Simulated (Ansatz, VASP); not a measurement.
## Two plane-wave programs on SiC

```
Si C
1.0
     3.11648    0.00000    0.00000
    -1.55824    2.69895    0.00000
     0.00000    0.00000    5.11443
Si C
2 2
Direct
  0.33333 0.66667 0.00000
  0.66667 0.33333 0.50000
  0.33333 0.66667 0.38500
  0.66667 0.33333 0.88500
```

Change from the starting cell: volume scaled by 1.04, PAW files.

Alike in both runs: task electric field gradients; functional PBE; k mesh 15 × 15 × 8; occupations fermi-dirac, width 0.08 eV; no spin polarisation.

```csv
,VASP,Ansatz
version,VASP 6.6.1,Ansatz 0.2.0
potentials or method,"VASP PAW PBE potentials, release 64 (Si, C)","PAW with Ansatz's default frozen-core files, scalar-relativistic"
plane-wave cutoff (eV),520,420
valence electrons in the cell,16,16
```

|  | VASP | Ansatz | Ansatz less VASP |
| --- | --- | --- | --- |
| pressure (GPa) | -4.6 | -4.6 | +0.04 |
| traceless stress, the component that is largest in VASP (GPa) | -2.22 | -2.23 | -0.008 |
| rms of the force components (eV/Å) | 0.400 | 0.400 | -0.0003 |
| size of Vzz on the site where it differs most (V/Å²) | 2.7 | 2.1 | -0.56 |

Atom by atom the forces differ by 0.000 eV/Å (rms over components).
